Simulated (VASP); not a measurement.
# CaO: electric field gradients with PBEsol

The system is CaO.

```
Ca O
1.0
     0.00000    2.44900    2.44900
     2.44900    0.00000    2.44900
     2.44900    2.44900    0.00000
Ca O
1 1
Direct
  0.00000 0.00000 0.00000
  0.50000 0.50000 0.50000
```

```
Program                : VASP 6.6.1
Task                   : electric field gradients
Functional             : PBEsol
Potentials or basis    : VASP PAW PBE potentials, release 64 (Ca_sv, O)
Cutoff                 : 520 eV
k mesh                 : 9 × 9 × 9
Occupations            : fermi-dirac, width 0.03 eV
Spin                   : no spin polarisation
Dipole correction      : no
Further INCAR settings : ALGO = Normal; EDIFF = 1e-08; NBANDS = 15
```

```
Pressure                                : -7.4 GPa
Band gap on the k mesh                  : 3.61 eV (least direct gap 3.99 eV)
Largest electric field gradient by atom : zero within the noise of the run
```

Levels at points of the mesh, in eV from the valence-band top:
| k point | band 5 | band 6 | band 7 | band 8 | band 9 | band 10 | band 11 | band 12 |
| --- | --- | --- | --- | --- | --- | --- | --- | --- |
| (0.00, 0.00, 0.00) | -15.33 | 0.00 | 0.00 | 0.00 | 4.13 | 6.06 | 6.06 | 6.06 |

It took 36 s on 1 thread of Intel Xeon 8259CL, on a shared host, peak memory 0.16 GiB.

Caveat: the cell stands under tension; the PAW data sets were made with another functional, which shifts forces and pressure a little; an odd mesh through Γ misses points on the zone boundary, where band edges can lie.
